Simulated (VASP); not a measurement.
# Cr (Fd-3m) in VASP: relaxation of cell and atoms with PBE

Aim: the relaxation of cell and atoms of Cr with PBE.

All numbers are computed with VASP 6.6.1; they aren't measurements. Logs are shortened: lines on timing, memory, paths and dates and some standing lists are left out, and cuts for length are marked.

## Step 1: The cell of the first run

Symmetry: Fd-3m, No. 227, cubic system. Conventional cell: a = 4.198 Å, b = 4.198 Å, c = 4.198 Å, α = 90.00°, β = 90.00°, γ = 90.00°. Within 2.4 Å of Cr (site symmetry -43m) lie 4 Cr at 1.82 Å.

This isn't the form of Cr at room conditions, which is bcc.

## Step 2: Relaxation of cell and atoms, PBE, collinear spin, ferromagnetic start, target pressure 190 GPa, at which the enthalpy is minimised

The input, INCAR:

```
SYSTEM = Cr
ALGO = Normal
EDIFF = 1E-6
EDIFFG = -0.005
ENCUT = 600
GGA = PE
IBRION = 2
ISIF = 3
ISMEAR = -1
ISPIN = 2
LASPH = .TRUE.
LCHARG = .FALSE.
LMAXMIX = 4
LORBIT = 11
LREAL = .FALSE.
LWAVE = .FALSE.
MAGMOM = 2 2
NELM = 150
NSW = 32
PREC = Accurate
PSTRESS = 1900.0
SIGMA = 0.05
```

The input, KPOINTS:

```
k-points
0
G
  15 15 15
  0 0 0
```

The input, POSCAR:

```
Cr
1.0
    0.0000000000      2.0991079179      2.0991079179
    2.0991079179      0.0000000000      2.0991079179
    2.0991079179      2.0991079179      0.0000000000
Cr
2
Direct
   -0.1250000000     -0.1250000000     -0.1250000000
    0.1250000000      0.1250000000      0.1250000000
```

Potentials or basis: VASP PAW PBE potentials, release 64 (Cr_pv).

Command:

```
$ cat potpaw_PBE.64/Cr_pv/POTCAR > POTCAR
$ mpirun -np 1 vasp_std > vasp.out
```

OUTCAR:

```text
SYSTEM = Cr
   EDIFF = 1E-6
   EDIFFG = -0.005
   ENCUT = 600
   GGA = PE
   IBRION = 2
   ISIF = 3
   ISMEAR = -1
   ISPIN = 2
   LASPH = .TRUE.
   LORBIT = 11
   LREAL = .FALSE.
   NELM = 150
   NSW = 32
   PREC = Accurate
   PSTRESS = 1900.0

 ion  position               nearest neighbor table
   1  0.875  0.875  0.875-   2 1.82   2 1.82   2 1.82   2 1.82
   2  0.125  0.125  0.125-   1 1.82   1 1.82   1 1.82   1 1.82

  LATTYP: Found a face centered cubic cell.
 ALAT       =     4.1982158358

  Lattice vectors:

 A1 = (   0.0000000000,   2.0991079179,   2.0991079179)
 A2 = (   2.0991079179,   0.0000000000,   2.0991079179)
 A3 = (   2.0991079179,   2.0991079179,   0.0000000000)

Analysis of symmetry for initial positions (statically):
=====================================================================
 Subroutine PRICEL returns:
 Original cell was already a primitive cell.

 Routine SETGRP: Setting up the symmetry group for a
 face centered cubic supercell.

 Subroutine GETGRP returns: Found 48 space group operations
 (whereof 12 operations were pure point group operations)
 out of a pool of 48 trial point group operations.

The static configuration has the point symmetry D_3d.
 The point group associated with its full space group is O_h .

Analysis of symmetry for dynamics (positions and initial velocities):
=====================================================================
 Subroutine PRICEL returns:
 Original cell was already a primitive cell.

 Routine SETGRP: Setting up the symmetry group for a
 face centered cubic supercell.

 Subroutine GETGRP returns: Found 48 space group operations
 (whereof 12 operations were pure point group operations)
 out of a pool of 48 trial point group operations.

The dynamic configuration has the point symmetry D_3d.
 The point group associated with its full space group is O_h .

Analysis of structural, dynamic, and magnetic symmetry:
=====================================================================
 Subroutine PRICEL returns:
 Original cell was already a primitive cell.

 Routine SETGRP: Setting up the symmetry group for a
 face centered cubic supercell.

 Subroutine GETGRP returns: Found 48 space group operations
 (whereof 12 operations were pure point group operations)
 out of a pool of 48 trial point group operations.

The overall configuration has the point symmetry D_3d.
 The point group associated with its full space group is O_h .

 Subroutine INISYM returns: Found 48 space group operations
 (whereof 12 operations are pure point group operations),
 and found     1 'primitive' translations

----------------------------------------------------------------------------------------

                                     Primitive cell

  volume of cell :      18.4984

  direct lattice vectors                    reciprocal lattice vectors
     0.000000000  2.099107918  2.099107918    -0.238196424  0.238196424  0.238196424
     2.099107918  0.000000000  2.099107918     0.238196424 -0.238196424  0.238196424
     2.099107918  2.099107918  0.000000000     0.238196424  0.238196424 -0.238196424

  length of vectors
     2.968586886  2.968586886  2.968586886     0.412568309  0.412568309  0.412568309

  position of ions in fractional coordinates (direct lattice)
     0.875000000  0.875000000  0.875000000
     0.125000000  0.125000000  0.125000000

  ion indices of the primitive-cell ions
   primitive index   ion index
                 1           1
                 2           2

----------------------------------------------------------------------------------------

 KPOINTS: k-points

Automatic generation of k-mesh.
 Grid dimensions read from file:
 generate k-points for:   15   15   15

 Generating k-lattice:

  Cartesian coordinates                     Fractional coordinates (reciprocal lattice)
    -0.015879762  0.015879762  0.015879762     0.066666667  0.000000000  0.000000000
     0.015879762 -0.015879762  0.015879762     0.000000000  0.066666667  0.000000000
     0.015879762  0.015879762 -0.015879762     0.000000000  0.000000000  0.066666667

  Length of vectors
     0.027504554  0.027504554  0.027504554

  Shift w.r.t. Gamma in fractional coordinates (k-lattice)
     0.000000000  0.000000000  0.000000000

 Subroutine IBZKPT returns following result:
 ===========================================

 Found    120 irreducible k-points:

 Following reciprocal coordinates:
            Coordinates               Weight
  0.000000  0.000000  0.000000      1.000000
  0.066667  0.000000  0.000000      8.000000
  0.133333  0.000000  0.000000      8.000000
  0.200000  0.000000  0.000000      8.000000
  0.266667  0.000000  0.000000      8.000000
  0.333333  0.000000  0.000000      8.000000
[... 16 lines left out ...]
  0.133333  0.133333  0.000000      6.000000
  0.200000  0.133333  0.000000     24.000000
 [... further k-points ...]
   k-points           NKPTS =    120   k-points in BZ     NKDIM =    120   number of bands    NBANDS=     18
   number of dos      NEDOS =    301   number of ions     NIONS =      2
   total plane-waves  NPLWV =  13824
   dimension x,y,z NGX =    24 NGY =   24 NGZ =   24
   dimension x,y,z NGXF=    48 NGYF=   48 NGZF=   48
   ions per type =               2
   NGX,Y,Z   is equivalent  to a cutoff of  13.44, 13.44, 13.44 a.u.
   NGXF,Y,Z  is equivalent  to a cutoff of  26.88, 26.88, 26.88 a.u.
 SYSTEM =  Cr
   PREC   = accura    normal or accurate (medium, high low for compatibility)
   ISTART =      0    job   : 0-new  1-cont  2-samecut
   ICHARG =      2    charge: 1-file 2-atom 10-const
   ISPIN  =      2    spin polarized calculation?
   LNONCOLLINEAR =      F non collinear calculations
   LSORBIT =      F    spin-orbit coupling
   LASPH  =      T    aspherical Exc in radial PAW
   ENCUT  =  600.0 eV  44.10 Ry    6.64 a.u.   5.93  5.93  5.93*2*pi/ulx,y,z
   NELM   =    150;   NELMIN=  2; NELMDL= -5     # of ELM steps
   EDIFF  = 0.1E-05   stopping-criterion for ELM
   LREAL  =      F    real-space projection
   EDIFFG = -.5E-02   stopping-criterion for IOM
   NSW    =     32    number of steps for IOM
   IBRION =      2    ionic relax: 0-MD 1-quasi-New 2-CG
   NFREE  =      1    steps in history (QN), initial steepest desc. (CG)
   ISIF   =      3    stress and relaxation
   ISYM   =      2    0-nonsym 1-usesym 2-fastsym
   POTIM  = 0.5000    time-step for ionic-motion
   TEBEG  =    0.0;   TEEND  =   0.0 temperature during run
   PSTRESS= 1900.0 pullay stress
   NELECT =      24.0000    total number of electrons
   NUPDOWN=      -1.0000    fix difference up-down
   EMIN   =  10.00;   EMAX   =-10.00  energy-range for DOS
   EFERMI =   0.00;   METHOD = LEGACY
   ISMEAR =    -1;   SIGMA  =   0.05  broadening in eV -4-tet -1-fermi 0-gaus
   EFERMI_NEDOS =   21; number of points for ismear=-14 and -15
   IALGO  =     38    algorithm
   IMIX   =      4    mixing-type and parameters
     AMIX     =   0.40;   BMIX     =  1.00
     AMIX_MAG =   1.60;   BMIX_MAG =  1.00
  volume/ion in A,a.u.               =       9.25        62.42
  Fermi-wavevector in a.u.,A,eV,Ry     =   1.785530  3.374162 43.376969  3.188117
  Thomas-Fermi vector in A             =   2.849295
   LORBIT       =     11    0 simple, 1 ext, 2 COOP (PROOUT), +10 PAW based schemes
   GGA     = PE    functional components
   LHFCALC =     F    Hartree Fock is set to
   AEXX    =    0.0000 exact exchange contribution
   IVDW    =     0    specifies the selected vdW correction
   LEPSILON=     F    determine dielectric tensor
   LRPA    =     F    only Hartree local field effects (RPA)
 conjugate gradient relaxation of ions
 spin polarized calculation
  energy-cutoff  :      600.00
  volume of cell :       18.50
 maximum number of plane-waves:       629
   NGX = 11   NGY = 11   NGZ = 11

--------------------------------------- Ionic step        1  -------------------------------------------

 number of electron      23.9999988 magnetization      -0.0029468

 number of electron      23.9999988 magnetization       0.0000106

 Free energy of the ion-electron system (eV)
  ---------------------------------------------------
  ext. energy  EPLUGINS =         0.00000000
  ---------------------------------------------------
  free energy    TOTEN  =        -8.84027100 eV

  energy without entropy =       -8.82282195  energy(sigma->0) =       -8.83154647

------------------------ aborting loop because EDIFF is reached ----------------------------------------

  FORCE on cell =-STRESS in cart. coord.  units (eV):
  Direction    XX          YY          ZZ          XY          YZ          ZX
  --------------------------------------------------------------------------------------
  -------------------------------------------------------------------------------------
  Total       25.6298103     25.6298103     25.6298103      0.0000000     -0.0000000      0.0000000
  in kB     2219.8400258   2219.8400258   2219.8400258      0.0000000     -0.0000000      0.0000000
  external PRESSURE =     319.8400258 kB  Pullay stress =    1900.0000000 kB
[... 101 lines left out ...]
  energy  without entropy=       -9.8564909679  energy(sigma->0) =       -9.86584635

  enthalpy is  TOTEN    =        13.0267877553 eV   P V=       22.9019894934

[... ionic steps 4 to 13 ...]

--------------------------------------- Ionic step       14  -------------------------------------------

 number of electron      23.9999989 magnetization      -0.0000000

 number of electron      23.9999989 magnetization       0.0000000
[... 75 lines left out ...]
 number of electron      23.9999989 magnetization       0.0000000

 number of electron      23.9999989 magnetization      -0.0000000

 Free energy of the ion-electron system (eV)
  ---------------------------------------------------
  ext. energy  EPLUGINS =         0.00000000
  ---------------------------------------------------
  free energy    TOTEN  =        -9.77531325 eV

  energy without entropy =       -9.75673802  energy(sigma->0) =       -9.76602564

 E-fermi :  13.8194     XC(G=0): -14.3042

 val. band max:       13.8185081220   @ k =   0.3333   0.2000   0.0000
 cond. band min:      13.8199509940   @ k =   0.4667   0.2000   0.0667
 fundamental gap:      0.0014428720
 Fermi energy:        13.8194336638

 spin component 1

 k-point     1 :       0.0000    0.0000    0.0000
  band No.  band energies     occupation
      1     -30.4180      1.00000
      2     -30.4180      1.00000
      3     -30.4180      1.00000
      4     -27.6428      1.00000
      5     -27.6428      1.00000
      6     -27.6428      1.00000
[... 493 lines left out ...]
     17      19.3972      0.00000
     18      22.3224      0.00000

 [... further k-points ...]

 spin component 2

 k-point     1 :       0.0000    0.0000    0.0000
  band No.  band energies     occupation
      1     -30.4180      1.00000
      2     -30.4180      1.00000
      3     -30.4180      1.00000
      4     -27.6428      1.00000
      5     -27.6428      1.00000
      6     -27.6428      1.00000
[... 528 lines left out ...]
  energy  without entropy=       -9.7567380234  energy(sigma->0) =       -9.76602564

  enthalpy is  TOTEN    =        13.0258881252 eV   P V=       22.8012013765

 reached required accuracy - stopping structural energy minimisation

 total charge

# of ion       s       p       d       tot
------------------------------------------
    1        0.512   6.383   5.485  12.381
    2        0.512   6.383   5.485  12.381
--------------------------------------------------
tot          1.025  12.766  10.971  24.762

 magnetization (x)

# of ion       s       p       d       tot
------------------------------------------
    1       -0.000  -0.000   0.000  -0.000
    2       -0.000  -0.000   0.000  -0.000
--------------------------------------------------
tot         -0.000  -0.000   0.000  -0.000
```

Wall time 7.5 min (1 thread of Intel Xeon Platinum 8375C at 2.90GHz (Ice Lake), shared host); peak memory 0.2 GiB.

What came out:

```
Free energy                                                : -9.7753 eV
Relaxed volume                                             : 9.61 Å³/atom
Relaxed cell                                               : a = 3.007 Å, b = 3.007 Å, c = 3.007 Å, α = 60.00°, β = 60.00°, γ = 60.00°
Space group after relaxing (to 0.1 Å)                      : Fd-3m (No. 227)
Energy change on relaxing (the run minimises the enthalpy) : -467.5 meV/atom
Ionic steps                                                : 16
Pressure after relaxing                                    : 190.0 GPa
Band gap on the k mesh                                     : zero (filled and empty bands overlap)
Net moment                                                 : 0.00 μB per cell
```

Step by step:
| step | energy change (eV) | largest force (eV/Å) | pressure (GPa) | volume (Å³) |
| --- | --- | --- | --- | --- |
| 1 | 0.0000 | 0.0000 | 221.98 | 18.50 |
| 2 | -4.4223 | 0.0000 | 68.54 | 23.90 |
| 3 | -1.0349 | 0.0000 | 186.60 | 19.31 |
| 4 | -0.9382 | 0.0000 | 189.90 | 19.23 |
| 5 | -0.9206 | 0.0000 | 190.48 | 19.21 |
| 6 | -0.9219 | 0.0000 | 190.45 | 19.22 |
| 7 | -0.9256 | 0.0000 | 190.27 | 19.22 |
| 8 | -0.9257 | 0.0000 | 190.33 | 19.22 |
| 9 | -0.9259 | 0.0000 | 190.32 | 19.22 |
| 10 | -0.9262 | 0.0000 | 190.31 | 19.22 |
| 11 | -0.9269 | 0.0000 | 190.28 | 19.22 |
| 12 | -0.9283 | 0.0000 | 190.21 | 19.22 |
| 13 | -0.9311 | 0.0000 | 190.10 | 19.22 |
| 14 | -0.9366 | 0.0000 | 189.87 | 19.23 |
| 15 | -0.9335 | 0.0000 | 190.12 | 19.23 |
| 16 | -0.9350 | 0.0000 | 189.98 | 19.23 |

Final structure:
```
Cr
1.0
     0.00000    2.12632    2.12632
     2.12632    0.00000    2.12632
     2.12632    2.12632    0.00000
Cr
2
Direct
  0.87500 0.87500 0.87500
  0.12500 0.12500 0.12500
```

Levels at points of the mesh, in eV from the Fermi level:
Spin up:
| k point | band 10 | band 11 | band 12 | band 13 | band 14 | band 15 |
| --- | --- | --- | --- | --- | --- | --- |
| (0.00, 0.00, 0.00) | -2.21 | -2.21 | -2.21 | 1.50 | 1.50 | 1.50 |
Spin down:
```
           k point  band 10  band 11  band 12  band 13  band 14  band 15
(0.00, 0.00, 0.00)    -2.21    -2.21    -2.21     1.50     1.50     1.50
```

Caveat: the cell is relaxed towards a set pressure, so the run minimises the enthalpy, not the energy; atoms lie so close that the PAW spheres overlap strongly, which falsifies energies and pressures; the moments typed at the start vanished in this run.
